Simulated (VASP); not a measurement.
# MgO in VASP: notebook, part 2 of 2

VASP 6.6.1. Earlier steps stand in the parts before.

## (3) Single point, PBE

This run uses another cell than the first one: it holds 4 atoms, not 2.

File INCAR:

```
SYSTEM = MgO
ALGO = Normal
EDIFF = 1E-7
ENCUT = 520
GGA = PE
ISIF = 2
ISMEAR = 0
LASPH = .TRUE.
LCHARG = .TRUE.
LELF = .TRUE.
LREAL = .FALSE.
LVHAR = .TRUE.
LWAVE = .FALSE.
NBANDS = 16
NELM = 60
PREC = Accurate
SIGMA = 0.1
```

File KPOINTS:

```
k-points
0
G
  6 6 6
  0 0 0
```

File POSCAR:

```
MgO
1.0
   -2.1268411863      0.0000350424     -2.1267832317
   -2.1268913596     -2.1270368122      0.0000829091
   -4.2537432805      2.1269110074      2.1268069009
Mg O
2 2
Direct
    0.2499927439      0.2500106638      0.2500008514
    0.7499909604      0.7500010896      0.7499991657
    1.0000037888      0.9999952666     -0.0000011018
    0.5000125069      0.4999929801      0.5000010848
```

Potentials or basis: VASP PAW PBE potentials, release 64 (Mg, O).

The run is started by

```
$ cat potpaw_PBE.64/Mg/POTCAR potpaw_PBE.64/O/POTCAR > POTCAR
$ mpirun -np 1 vasp_std > vasp.out
```

OUTCAR:

```text
SYSTEM = MgO
   EDIFF = 1E-7
   ENCUT = 520
   GGA = PE
   ISIF = 2
   ISMEAR = 0
   LASPH = .TRUE.
   LREAL = .FALSE.
   NELM = 60
   PREC = Accurate

 ion  position               nearest neighbor table
   1  0.250  0.250  0.250-   4 2.13   3 2.13   4 2.13   3 2.13   3 2.13   4 2.13   2 3.01   2 3.01
                             2 3.01   2 3.01   2 3.01   2 3.01
   2  0.750  0.750  0.750-   3 2.13   4 2.13   4 2.13   3 2.13   4 2.13   3 2.13   1 3.01   1 3.01
                             1 3.01   1 3.01   1 3.01   1 3.01
   3  0.000  1.000  1.000-   2 2.13   1 2.13   2 2.13   1 2.13   1 2.13   2 2.13
   4  0.500  0.500  0.500-   1 2.13   2 2.13   2 2.13   1 2.13   2 2.13   1 2.13

  Warning from LATTYP: Got some problem with cell dimensions!
  Tried to take original basis but could not verify dimensions!
  LATTYP: Found a triclinic cell.
 ALAT       =     5.2097246917
 B/A-ratio  =     0.5773369706
 C/A-ratio  =     1.1547034841
 COS(alpha) =     0.0000277781
 COS(beta)  =     0.2887215209
 COS(gamma) =     0.8660041222

  Lattice vectors:

 A1 = (   4.2537325459,   2.1270017698,   2.1267003226)
 A2 = (   2.1268411863,  -0.0000350424,   2.1267832317)
 A3 = (   4.2537934538,   0.0001608472,  -4.2536730417)

Analysis of symmetry for initial positions (statically):
=====================================================================
 Subroutine PRICEL returns:
 Original cell was already a primitive cell.

 Routine SETGRP: Setting up the symmetry group for a
 triclinic supercell.

 Subroutine GETGRP returns: Found  1 space group operations
 (whereof  1 operations were pure point group operations)
 out of a pool of  2 trial point group operations.

The static configuration has the point symmetry C_1 .

Analysis of symmetry for dynamics (positions and initial velocities):
=====================================================================
 Subroutine PRICEL returns:
 Original cell was already a primitive cell.

 Routine SETGRP: Setting up the symmetry group for a
 triclinic supercell.

[... 125 lines left out ...]
   IALGO  =     38    algorithm
   IMIX   =      4    mixing-type and parameters
     AMIX     =   0.40;   BMIX     =  1.00
     AMIX_MAG =   1.60;   BMIX_MAG =  1.00
  volume/ion in A,a.u.               =       9.62        64.93
  Fermi-wavevector in a.u.,A,eV,Ry     =   1.221842  2.308946 20.312095  1.492897
  Thomas-Fermi vector in A             =   2.357010
   LORBIT       =      0    0 simple, 1 ext, 2 COOP (PROOUT), +10 PAW based schemes
   GGA     = PE    functional components
   LHFCALC =     F    Hartree Fock is set to
   AEXX    =    0.0000 exact exchange contribution
   IVDW    =     0    specifies the selected vdW correction
   LEPSILON=     F    determine dielectric tensor
   LRPA    =     F    only Hartree local field effects (RPA)
 non-spin polarized calculation
 Gauss-broadening in eV      SIGMA  =   0.10
  energy-cutoff  :      520.00
  volume of cell :       38.49
 maximum number of plane-waves:      1053
 NGX is ok and might be reduce to    24

 number of electron      16.0000000 magnetization

 Free energy of the ion-electron system (eV)
  ---------------------------------------------------
  ext. energy  EPLUGINS =         0.00000000
  ---------------------------------------------------
  free energy    TOTEN  =       -23.82297928 eV

  energy without entropy =      -23.82297928  energy(sigma->0) =      -23.82297928

 E-fermi :   3.4171     XC(G=0): -10.9393

 val. band max:        2.9689783867   @ k =   0.0000   0.0000   0.0000
 cond. band min:       7.4125735037   @ k =   0.0000   0.0000   0.0000
 fundamental gap:      4.4435951170
 Fermi energy:         3.4171178679

 k-point     1 :       0.0000    0.0000    0.0000
  band No.  band energies     occupation
      1     -14.1457      2.00000
      2     -12.9343      2.00000
      3      -1.5196      2.00000
      4       2.3476      2.00000
      5       2.3480      2.00000
      6       2.9685      2.00000
[... 433 lines left out ...]
      3      -1.0451      2.00000
      4      -0.6682      2.00000
      5       0.9858      2.00000
      6       1.6195      2.00000
[... 8 lines left out ...]
     15      19.4729      0.00000
     16      20.0057      0.00000

 [... further k-points ...]
[... 5 lines left out ...]
  --------------------------------------------------------------------------------------
  -------------------------------------------------------------------------------------
  Total       -0.1755578     -0.1781624     -0.1740781      0.0001483      0.0007331      0.0017358
  in kB       -7.3085471     -7.4169740     -7.2469468      0.0061743      0.0305200      0.0722629
  external PRESSURE =      -7.3241560 kB  Pullay stress =       0.0000000 kB

 VOLUME and BASIS-vectors are now :
 -----------------------------------------------------------------------------
  energy-cutoff  :      520.00
  volume of cell :       38.49
      direct lattice vectors                 reciprocal lattice vectors
    -2.126841186  0.000035042 -2.126783232    -0.117549350  0.117527566 -0.352639175
    -2.126891360 -2.127036812  0.000082909    -0.117538444 -0.352602621  0.117535837
    -4.253743281  2.126911007  2.126806901    -0.117543459  0.117540003  0.117548599

 POSITION                                       TOTAL-FORCE (eV/Angst)
 -----------------------------------------------------------------------------------
     -2.12688     -0.00004      0.00004         0.000093      0.000125     -0.000212
     -6.38059     -0.00007      0.00010        -0.000185      0.000115     -0.000122
     -6.38063     -0.00012      2.12688        -0.000066     -0.000054      0.000153
     -4.25375     -0.00003      0.00003         0.000158     -0.000186      0.000180
 -----------------------------------------------------------------------------------
    total drift:                                0.000000     -0.000001      0.000002

  FREE ENERGIE OF THE ION-ELECTRON SYSTEM (eV)
  ---------------------------------------------------
  free  energy   TOTEN  =       -23.8229792801 eV

  energy  without entropy=      -23.8229792801  energy(sigma->0) =      -23.82297928
```

OSZICAR:

```text
N       E                     dE             d eps       ncg     rms          rms(c)
DAV:   1     0.446853660393E+02    0.44685E+02   -0.72526E+03  3592   0.897E+02
DAV:   2    -0.243429025372E+02   -0.69028E+02   -0.63657E+02  4784   0.183E+02
DAV:   3    -0.269293425463E+02   -0.25864E+01   -0.25794E+01  4208   0.345E+01
DAV:   4    -0.269366761998E+02   -0.73337E-02   -0.73332E-02  4576   0.223E+00
DAV:   5    -0.269367050573E+02   -0.28857E-04   -0.28857E-04  4240   0.140E-01    0.102E+01
DAV:   6    -0.238570577134E+02    0.30796E+01   -0.80299E+00  3584   0.224E+01    0.317E+00
DAV:   7    -0.238357554967E+02    0.21302E-01   -0.13957E-01  3632   0.303E+00    0.196E+00
DAV:   8    -0.238248215768E+02    0.10934E-01   -0.67075E-02  3728   0.287E+00    0.452E-01
DAV:   9    -0.238232373521E+02    0.15842E-02   -0.10456E-03  4720   0.318E-01    0.240E-01
DAV:  10    -0.238229904353E+02    0.24692E-03   -0.21006E-03  3824   0.364E-01    0.424E-02
DAV:  11    -0.238229795616E+02    0.10874E-04   -0.38335E-05  3784   0.591E-02    0.120E-02
DAV:  12    -0.238229793772E+02    0.18441E-06   -0.41941E-06  4264   0.186E-02    0.256E-03
DAV:  13    -0.238229792801E+02    0.97084E-07   -0.35048E-07  4472   0.499E-03
   1 F= -.23822979E+02 E0= -.23822979E+02  d E =-.148508E-11
```

stdout:

```text
POSCAR found type information on POSCAR MgO
 POSCAR found :  2 types and       4 ions
 scaLAPACK will be used
 -----------------------------------------------------------------------------
|                                                                             |
|           W    W    AA    RRRRR   N    N  II  N    N   GGGG   !!!           |
|           W    W   A  A   R    R  NN   N  II  NN   N  G    G  !!!           |
[... 18 lines left out ...]
 -----------------------------------------------------------------------------

 LDA part: xc-table for (Slater+PW92), standard interpolation
 POSCAR, INCAR and KPOINTS ok, starting setup
 FFT: planning ... GRIDC
 FFT: planning ... GRID_SOFT
 FFT: planning ... GRID
 WAVECAR not read
 entering main loop
```

It took 87 s on 1 thread of Intel Xeon Platinum 8259CL at 2.50GHz (Skylake/Cascade Lake), shared host; peak memory 0.2 GiB.

Results:

- Free energy: -23.8230 eV
- Pressure: -0.7 GPa
- Band gap on the k mesh: 4.44 eV

## (4) Single point, PBE

This run uses another cell than the first one: it holds 8 atoms, not 2.

File INCAR:

```
SYSTEM = MgO
PREC     = Accurate       ! precision mode
ENCUT    = 520            ! plane-wave cutoff, eV
EDIFF    = 1E-7           ! SCF threshold, eV
ISMEAR   = 0              ! smearing method
SIGMA    = 0.1            ! smearing width, eV
LREAL    = .False.        ! projectors in reciprocal space
LASPH    = .True.         ! aspherical terms in the spheres
NELM     = 100            ! most SCF steps
ALGO     = Normal         ! electronic algorithm
ISIF     = 2              ! what is computed and relaxed
LWAVE    = .False.        ! write WAVECAR
LCHARG   = .False.        ! write CHGCAR
GGA      = PE             ! functional
NBANDS   = 26             ! bands
```

File KPOINTS:

```
Automatic mesh
0
Gamma
  4 6 6
  0 0 0
```

File POSCAR:

```
MgO
1.0
    6.0177583098      0.0000000000      0.0000000000
    0.0000000000      4.2480629516      0.0000000000
    0.0000000000      0.0000000000      3.0096653602
Mg O
4 4
Direct
    0.7500000000      0.0000000000      0.4999881087
    0.0000000000      0.5000000000      0.0000000000
    0.2500000000      0.0000000000      0.5000118913
    0.5000000000      0.5000000000      0.0000000000
    0.7500000000      0.5000000000      0.5000003284
    0.0000000000      0.0000000000      0.0000000000
    0.2500000000      0.5000000000      0.4999996716
    0.5000000000      0.0000000000      0.0000000000
```

The run is started by

```
$ cat potpaw_PBE.64/Mg/POTCAR potpaw_PBE.64/O/POTCAR > POTCAR
$ mpirun -np 1 vasp_std > vasp.out
```

Wall time 2.2 min (1 thread of Intel Xeon Platinum 8259CL at 2.50GHz (Skylake/Cascade Lake), shared host); peak memory 0.21 GiB.

It converged, with:

| Property | Result |
| --- | --- |
| Free energy | -47.6465 eV |
| Pressure | -0.7 GPa |
| Band gap on the k mesh | 4.45 eV |

Stress tensor (GPa, compression positive):
```
-0.74  0.00  0.00
 0.00 -0.45  0.00
 0.00  0.00 -0.80
```

Levels at points of the mesh, in eV from the valence-band top:
```tsv
k point	band 13	band 14	band 15	band 16	band 17	band 18	band 19	band 20
(0.00, 0.00, 0.00)	-0.63	-0.01	0.00	0.00	4.45	9.07	9.21	9.21
(0.50, 0.00, 0.00)	-0.51	-0.51	-0.17	-0.17	6.44	6.44	9.93	9.93
(0.00, 0.50, 0.00)	-0.63	-0.63	-0.62	-0.62	7.71	7.71	7.77	7.77
(0.50, 0.50, 0.00)	-0.67	-0.67	-0.67	-0.67	8.05	8.05	8.05	8.05
(0.00, 0.00, 0.50)	-1.30	-1.30	-0.62	-0.62	9.09	9.09	9.21	9.21
(0.50, 0.00, 0.50)	-1.20	-1.20	-1.20	-1.20	9.96	9.96	9.96	9.96
(0.00, 0.50, 0.50)	-0.62	-0.62	-0.62	-0.62	7.71	7.71	11.45	11.45
(0.50, 0.50, 0.50)	-0.95	-0.95	-0.95	-0.95	9.47	9.47	9.47	9.47
```

## (5) Overview

```tsv
task	cell	k mesh	cutoff (eV)	smearing	gap on the mesh (eV)	pressure (GPa)
relaxation of cell and atoms	relaxed from a = 3.007 Å, angles 60.0°, 2 atoms, atomic positions A	10 × 10 × 10	600	gaussian 0.02 eV	4.51	0.0
single point	a = 3.008, b = 3.008, c = 5.210 Å, angles 73.2, 73.2, 60.0°, 4 atoms, atomic positions B	6 × 6 × 6	520	gaussian 0.1 eV	4.44	-0.7
single point	a = 6.018, b = 4.248, c = 3.010 Å, 8 atoms, atomic positions C	4 × 6 × 6	520	gaussian 0.1 eV	4.45	-0.7
```

Alike in all rows: level PBE; potentials or basis VASP PAW PBE potentials, release 64 (Mg, O); no spin polarisation.

Absolute energies hang on the potentials; compare differences alone.
